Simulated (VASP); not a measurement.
Wanted: the native input for a VASP 6.6.1 run.

```
Task                   : single point
Functional             : PBE
Potentials or basis    : VASP PAW PBE potentials, release 64 (K_sv)
Cutoff                 : 520 eV
k mesh                 : 7 × 7 × 7
Occupations            : fermi-dirac, width 0.05 eV
Spin                   : no spin polarisation
Dipole correction      : no
Further INCAR settings : ALGO = Fast; EDIFF = 1e-06; NBANDS = 10
```

The structure of K lies in POSCAR:

```
K
1.0
   -2.7504652529      2.7504652529      2.7504652529
    2.7504652529     -2.7504652529      2.7504652529
    2.7504652529      2.7504652529     -2.7504652529
K
1
Direct
    0.0000000000      0.0000000000      0.0000000000
```

This cell differs from its parent crystal: volume scaled by 1.06.

These files were run (other wordings do the same):

INCAR

```
SYSTEM = K
PREC     = Accurate       ! precision mode
ENCUT    = 520            ! plane-wave cutoff, eV
EDIFF    = 1E-6           ! SCF threshold, eV
ISMEAR   = -1             ! smearing method
SIGMA    = 0.05           ! smearing width, eV
LREAL    = .False.        ! projectors in reciprocal space
LASPH    = .True.         ! aspherical terms in the spheres
NELM     = 100            ! most SCF steps
ALGO     = Fast           ! electronic algorithm
ISIF     = 2              ! what is computed and relaxed
LWAVE    = .False.        ! write WAVECAR
LCHARG   = .False.        ! write CHGCAR
GGA      = PE             ! functional
NBANDS   = 10             ! bands
```

KPOINTS

```
Automatic mesh
0
Gamma
  7 7 7
  0 0 0
```

Potentials or basis: VASP PAW PBE potentials, release 64 (K_sv).

Run with:

```bash
$ cat potpaw_PBE.64/K_sv/POTCAR > POTCAR
$ mpirun -np 1 vasp_std > vasp.out
```

Results of the run:

```
Pressure : -0.4 GPa
```

Run time: 15 s on 1 thread of Intel(R) Xeon(R) Platinum 8259CL CPU @ 2.50GHz (Skylake/Cascade Lake), on a shared host, peak memory 0.2 GiB.
